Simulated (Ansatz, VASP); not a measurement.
## ZnS: VASP beside Ansatz

```
Zn S
1.0
     0.00000    2.70465    2.70465
     2.70465    0.00000    2.70465
     2.70465    2.70465    0.00000
Zn S
1 1
Direct
  0.00000 0.00000 0.00000
  0.76849 0.73151 0.73151
```

Alike in both runs: task single point; functional r2SCAN; k mesh 8 × 8 × 8; occupations gaussian, width 0.05 eV; no spin polarisation.

|  | VASP | Ansatz |
| --- | --- | --- |
| version | VASP 6.6.1 | Ansatz 0.2.0 |
| potentials or method | VASP PAW PBE potentials, release 64 (Zn, S), cutoff 520 eV | scalar-relativistic, plane waves, PAW |
| valence electrons in the cell | 18 | 18 |

VASP gave:

- gap on the k mesh at the Fermi level (eV): 2.60
- least direct gap on the mesh (eV): 2.60
- pressure (GPa): -0.5
- traceless stress, the component that is largest in VASP (GPa): -2.18
- rms of the force components (eV/Å): 0.328

Problem. What did Ansatz give for the same quantities?

Solution. gap on the k mesh at the Fermi level (eV): 2.59; least direct gap on the mesh (eV): 2.59; pressure (GPa): -0.5; traceless stress, the component that is largest in VASP (GPa): -2.16; rms of the force components (eV/Å): 0.326.

VASP's potentials were made for PBE, not for r2SCAN. Atom by atom the forces differ by 0.003 eV/Å (rms over components).
